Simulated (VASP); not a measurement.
Input of a VASP 6.6.1 run:

INCAR

```
ALGO     = Normal         # electronic algorithm
EDIFF    = 1E-7           # SCF threshold, eV
EDIFFG   = -0.005         # ionic threshold
ENCUT    = 600            # plane-wave cutoff, eV
GGA      = PS             # functional
IBRION   = 2              # ionic algorithm
ISIF     = 4              # what is computed and relaxed
ISMEAR   = -1             # smearing method
LASPH    = True           # aspherical terms in the spheres
LCHARG   = False          # write CHGCAR
LREAL    = False          # projectors in reciprocal space
LWAVE    = False          # write WAVECAR
NELM     = 100            # most SCF steps
NSW      = 50             # ionic steps
PREC     = Accurate       # precision mode
SIGMA    = 0.08           # smearing width, eV
```

File KPOINTS:

```
k-points
0
Gamma
  15 15 8
```

POSCAR

```
Cl
1.0
    3.0953227024      0.0000000000      0.0000000000
   -1.5476613512      2.6806280932      0.0000000000
    0.0000000000      0.0000000000      3.4701937617
Cl
2
Direct
    0.3333333333      0.6666666667      0.2500000000
    0.6666666667      0.3333333333      0.7500000000
```

Potentials or basis: VASP PAW PBE potentials, release 64 (Cl).

The run is started by

```sh
$ cat potpaw_PBE.64/Cl/POTCAR > POTCAR
$ mpirun -np 1 vasp_std > vasp.out
```

(1) What does it give for the band gap on the k mesh?

## Answers

(1) zero (bands 7 and 8 overlap by 3.33 eV).
